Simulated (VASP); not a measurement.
Set up this calculation in VASP 6.6.1, as the native input.

- Task: single point
- Functional: PBE
- Potentials or basis: VASP PAW PBE potentials, release 64 (Se)
- Cutoff: 520 eV
- k mesh: 20 × 20 × 20
- Occupations: gaussian, width 0.05 eV
- Spin: no spin polarisation
- Dipole correction: no
- Further INCAR settings: ALGO = Normal; EDIFF = 1e-06; NBANDS = 9

The structure of Se lies in POSCAR:

```
Se
1.0
   -1.5411579978      1.5411579978      1.5411579978
    1.5411579978     -1.5411579978      1.5411579978
    1.5411579978      1.5411579978     -1.5411579978
Se
1
Direct
    0.0000000000      0.0000000000      0.0000000000
```

This isn't the form of Se at room conditions, which is trigonal, of chains.

The input as run:

INCAR

```
SYSTEM = Se
PREC = Accurate
ENCUT = 520
EDIFF = 1E-6
ISMEAR = 0
SIGMA = 0.05
LREAL = .FALSE.
LASPH = .TRUE.
NELM = 60
ALGO = Normal
ISIF = 2
LWAVE = .FALSE.
LCHARG = .FALSE.
GGA = PE
NBANDS = 9
```

KPOINTS

```
regular mesh
0
G
  20 20 20
  0 0 0
```

Potentials or basis: VASP PAW PBE potentials, release 64 (Se).

Launch:

```sh
$ cat potpaw_PBE.64/Se/POTCAR > POTCAR
$ mpirun -np 1 vasp_std > vasp.out
```

It gave:

The pressure is 50.6 GPa. The band gap on the k mesh is zero (bands 3 and 4 overlap by 10.94 eV).

Caveat: the cell stands under pressure.

Wall time 13 s on 1 thread of Intel(R) Xeon(R) Platinum 8488C (Sapphire Rapids), on a shared host, peak memory 0.15 GiB.
